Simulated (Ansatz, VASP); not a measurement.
**Two plane-wave programs on ZrS2**

Contents of INCAR:

```
SYSTEM = ZrS2
PREC = Accurate ; ENCUT = 500
EDIFF = 1E-6 ; ISMEAR = 0
SIGMA = 0.05 ; LREAL = .FALSE.
LASPH = .TRUE. ; NELM = 120
ALGO = Normal ; ISIF = 2
LWAVE = .FALSE. ; LCHARG = .TRUE.
GGA = PE ; LELF = .TRUE.
LVHAR = .TRUE. ; NBANDS = 33
GGA_COMPAT = .FALSE.
```

The input KPOINTS:

```
Automatic mesh
0
G
  8 8 2
  0 0 0
```

The input POSCAR:

```
ZrS2
1.0
   -1.8426887610     -3.1916305566      0.0000000000
    1.8426887610     -3.1916305566      0.0000000000
    0.0000000000      0.0000000000     19.5189528326
Zr S
2 4
Direct
    0.0000000000      0.0000000000      0.5194548453
    0.0000000000      0.0000000000      0.1731516151
    0.6666666667      0.6666666667      0.5936507558
    0.6666666667      0.6666666667      0.2473475256
    0.3333333333      0.3333333333      0.0989557046
    0.3333333333      0.3333333333      0.4452589348
```

Input for Ansatz:

```yaml
crystal:
  lattice:
    - [-1.842688761, -3.1916305566, 0.0]
    - [1.842688761, -3.1916305566, 0.0]
    - [0.0, 0.0, 19.5189528326]
  atoms:
    - { symbol: Zr, position: [0.0, 0.0, 0.5194548453] }
    - { symbol: Zr, position: [0.0, 0.0, 0.1731516151] }
    - { symbol: S, position: [0.6666666667, 0.6666666667, 0.5936507558] }
    - { symbol: S, position: [0.6666666667, 0.6666666667, 0.2473475256] }
    - { symbol: S, position: [0.3333333333, 0.3333333333, 0.0989557046] }
    - { symbol: S, position: [0.3333333333, 0.3333333333, 0.4452589348] }
basis:
  ecutwfc: 420
kpoints:
  mp_grid: { grid: [8, 8, 2] }
hamiltonian:
  xc: pbe
scf:
  occupations: { method: gaussian, width: 0.05 }
output:
  forces: true
  stress: true
  eigenvalues: true
```

Alike in both runs: task single point; functional PBE; k mesh 8 × 8 × 2; occupations gaussian, width 0.05 eV; no spin polarisation.

|  | VASP | Ansatz |
| --- | --- | --- |
| version | VASP 6.6.1 | Ansatz 0.2.0 |
| potentials or method | VASP PAW PBE potentials, release 64 (Zr_sv, S), cutoff 500 eV | scalar-relativistic, plane waves, PAW |
| valence electrons in the cell | 48 | 48 |

Ansatz gave:

| Quantity | Value |
| --- | --- |
| gap on the k mesh at the Fermi level (eV) | 1.17 |
| least direct gap on the mesh (eV) | 1.68 |

**Question.** Estimate VASP's values.

**Answer.** gap on the k mesh at the Fermi level (eV): 1.17; least direct gap on the mesh (eV): 1.69.

With one functional, cell and mesh, what is left measures potentials, basis and numerics.
